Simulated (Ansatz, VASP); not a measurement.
SiC: VASP beside Ansatz

POSCAR

```
SiC
1.0
    0.0000000000      2.0870400000      2.1740000000
    2.0870400000      0.0000000000      2.1740000000
    2.0870400000      2.0870400000      0.0000000000
Si C
1 1
Direct
    0.0000000000      0.0000000000      0.0000000000
    0.7500000000      0.7500000000      0.7500000000
```

The input INCAR.step1:

```
PREC     = Accurate       # precision mode
ENCUT    = 520            # plane-wave cutoff, eV
ISMEAR   = 0              # smearing method
SIGMA    = 0.05           # smearing width, eV
LREAL    = F              # projectors in reciprocal space
LASPH    = T              # aspherical terms in the spheres
NELM     = 100            # most SCF steps
NBANDS   = 11             # bands
GGA      = PE             # functional
ALGO     = Normal         # electronic algorithm
EDIFF    = 1E-4           # SCF threshold, eV
LWAVE    = T              # write WAVECAR
LCHARG   = F              # write CHGCAR
```

File INCAR.step2:

```
PREC     = Accurate       # precision mode
ENCUT    = 520            # plane-wave cutoff, eV
EDIFF    = 1E-6           # SCF threshold, eV
ISMEAR   = 0              # smearing method
SIGMA    = 0.05           # smearing width, eV
LREAL    = F              # projectors in reciprocal space
LASPH    = T              # aspherical terms in the spheres
NELM     = 100            # most SCF steps
ALGO     = Normal         # electronic algorithm
ISIF     = 2              # what is computed and relaxed
LWAVE    = F              # write WAVECAR
LCHARG   = F              # write CHGCAR
METAGGA  = R2SCAN         # meta-GGA
LMIXTAU  = T            
NBANDS   = 11             # bands
ISTART   = 1
```

KPOINTS

```
Automatic mesh
0
Gamma
  12 12 12
```

Input for Ansatz:

```yaml
crystal:
  lattice:
    - [0.0, 2.08704, 2.174]
    - [2.08704, 0.0, 2.174]
    - [2.08704, 2.08704, 0.0]
  atoms:
    - { symbol: Si, position: [0.0, 0.0, 0.0] }
    - { symbol: C, position: [0.75, 0.75, 0.75] }
basis:
  ecutwfc: 500
kpoints:
  mp_grid: { grid: [12, 12, 12] }
hamiltonian:
  xc: r2scan
scf:
  occupations: { method: gaussian, width: 0.05 }
output:
  forces: true
  stress: true
  eigenvalues: true
```

Change from the starting cell: strain -0.040 along x and y, +0.000 along z, atoms carried along.

Alike in both runs: task single point; functional r2SCAN; k mesh 12 × 12 × 12; occupations gaussian, width 0.05 eV; no spin polarisation.

|  | VASP | Ansatz |
| --- | --- | --- |
| version | VASP 6.6.1 | Ansatz 0.2.0 |
| potentials or method | VASP PAW PBE potentials, release 64 (Si, C), cutoff 520 eV | scalar-relativistic, plane waves, PAW |
| valence electrons in the cell | 8 | 8 |

VASP gave:

```
gap on the k mesh at the Fermi level (eV)                     : 1.43
least direct gap on the mesh (eV)                             : 5.12
pressure (GPa)                                                : 23.1
traceless stress, the component that is largest in VASP (GPa) : -8.48
```

Question: Which values does Ansatz return?

Answer: gap on the k mesh at the Fermi level (eV): 1.42; least direct gap on the mesh (eV): 5.10; pressure (GPa): 23.3; traceless stress, the component that is largest in VASP (GPa): -8.43.

VASP's potentials were made for PBE, not for r2SCAN.
